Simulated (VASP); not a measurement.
Write the native input for VASP 6.6.1 that does the following.

```
Task                   : single point
Functional             : LDA
Potentials or basis    : VASP PAW LDA potentials, release 64 (N, B)
Cutoff                 : 520 eV
k mesh                 : 13 × 13 × 9
Occupations            : fermi-dirac, width 0.05 eV
Spin                   : no spin polarisation
Dipole correction      : no
Further INCAR settings : ALGO = Normal; EDIFF = 1e-07; NBANDS = 11
```

The structure of BN lies in POSCAR:

```
BN
1.0
    2.5572306852      0.0000000000      0.0000000000
   -1.2711622815      2.2189130743      0.0000000000
   -0.6430342018     -1.1094565371      3.0818205403
N B
1 1
Direct
    0.6685060000      0.3323850000      0.9849990000
    0.9796430000      0.9834990000      0.0018060000
```

This cell differs from its parent crystal: volume scaled by 1.06.

The input as run:

INCAR

```
SYSTEM = BN
  ALGO = Normal
  EDIFF = 1E-7
  ENCUT = 520
  ISIF = 2
  ISMEAR = -1
  LASPH = .TRUE.
  LCHARG = .FALSE.
  LREAL = .FALSE.
  LWAVE = .FALSE.
  NBANDS = 11
  NELM = 100
  PREC = Accurate
  SIGMA = 0.05
```

KPOINTS

```
k-points
0
G
  13 13 9
  0 0 0
```

Potentials or basis: VASP PAW LDA potentials, release 64 (N, B).

The run is started by

```console
$ cat potpaw_LDA.64/N/POTCAR potpaw_LDA.64/B/POTCAR > POTCAR
$ mpirun -np 1 vasp_std > vasp.out
```

Results of the run:

The pressure is -17.2 GPa. The largest force is 2.363 eV/Å and the band gap on the k mesh is 2.66 eV, indirect (least direct gap 4.26 eV).

Caveat: forces of over 1 eV/Å act on the atoms, so gaps and moduli don't describe the material at rest.

Wall time 2.2 min on 1 thread of Intel(R) Xeon(R) Platinum 8259CL CPU @ 2.50GHz (Skylake/Cascade Lake), with other jobs on the host, peak memory 0.24 GiB.
